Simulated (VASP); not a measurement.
A run of VASP 6.6.1:

File INCAR:

```
PREC = Accurate
ENCUT = 520
EDIFF = 1E-6
ISMEAR = 0
SIGMA = 0.05
LREAL = False
LASPH = True
NELM = 80
ALGO = Normal
ISIF = 2
LWAVE = False
LCHARG = True
GGA = PS
LELF = True
LVHAR = True
NBANDS = 18
```

File KPOINTS:

```
regular mesh
0
Gamma
  8 8 8
```

Contents of POSCAR:

```
HfO2
1.0
    0.0000000000      2.5220673956      2.5220673956
    2.5220673956      0.0000000000      2.5220673956
    2.5220673956      2.5220673956      0.0000000000
Hf O
1 2
Direct
   -0.0011017646      0.0011017646      0.0077123523
    0.2561457517      0.2438542483      0.2069797381
    0.7561457517      0.7438542483      0.7069797381
```

Potentials or basis: VASP PAW PBE potentials, release 64 (Hf_pv, O).

Run with:

```bash
$ cat potpaw_PBE.64/Hf_pv/POTCAR potpaw_PBE.64/O/POTCAR > POTCAR
$ mpirun -np 1 vasp_std > vasp.out
```

Hardware: 1 thread of Intel(R) Xeon(R) Platinum 8488C (Sapphire Rapids) (shared host).

How long does it take, and how much memory?

It took 110 s on 1 thread of Intel(R) Xeon(R) Platinum 8488C (Sapphire Rapids) (shared host), peak memory 0.22 GiB. Counts: scf iterations 13, k points 150.
